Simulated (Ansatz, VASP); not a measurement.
## AlNiC4N4 in VASP and in Ansatz

```
Al Ni C N
1.0
     5.66468    0.00000    0.00000
     0.00000    5.66468    0.00000
     0.00000    0.00000    5.66468
Al Ni C N
1 1 4 4
Cartesian
  2.8323 2.8323 2.8323
  0.0000 0.0000 0.0000
  1.0879 1.0879 1.0879
  1.0879 4.5768 4.5768
  4.5768 1.0879 4.5768
  4.5768 4.5768 1.0879
  1.7678 1.7678 1.7678
  1.7678 3.8969 3.8969
  3.8969 1.7678 3.8969
  3.8969 3.8969 1.7678
```

Alike in both runs: functional PBE; k mesh 4 × 4 × 4; occupations gaussian, width 0.1 eV; collinear spin.

Ansatz relaxed the structure, and its values are those at the end. VASP's run is a single point on that final structure, the one shown.

```csv
,VASP,Ansatz
version,VASP 6.6.1,Ansatz 0.2.0
potentials or method,"VASP PAW PBE potentials, release 64 (Al, Ni, C, N), cutoff 520 eV","scalar-relativistic, plane waves, PAW"
valence electrons in the cell,49,57
```

|  | VASP | Ansatz | Ansatz less VASP |
| --- | --- | --- | --- |
| gap on the k mesh at the Fermi level (eV) | none | none | - |
| pressure (GPa) | 0.1 | -0.3 | -0.37 |
| rms of the force components (eV/Å) | 0.180 | 0.016 | -0.1640 |
| net moment per atom (μB) | 0.10 | 0.10 | 0.000 |
| size of the moment on the site where the two differ most (μB) | 0.76 | 0.69 | -0.065 |

Site moments also hang on the region over which each program counts them. A gap of «none» marks a metal or a gap that the smearing closes. One of these differences is far larger than is usual between the two programs; its cause wasn't traced. With one functional, cell and mesh, what is left measures potentials, basis and numerics. VASP's potentials hold 49 valence electrons a cell and Ansatz's 57, so a difference there can come from the potentials and not from the codes.

Noted on VASP's run: the standard files for N, O and F lose accuracy on very short bonds.
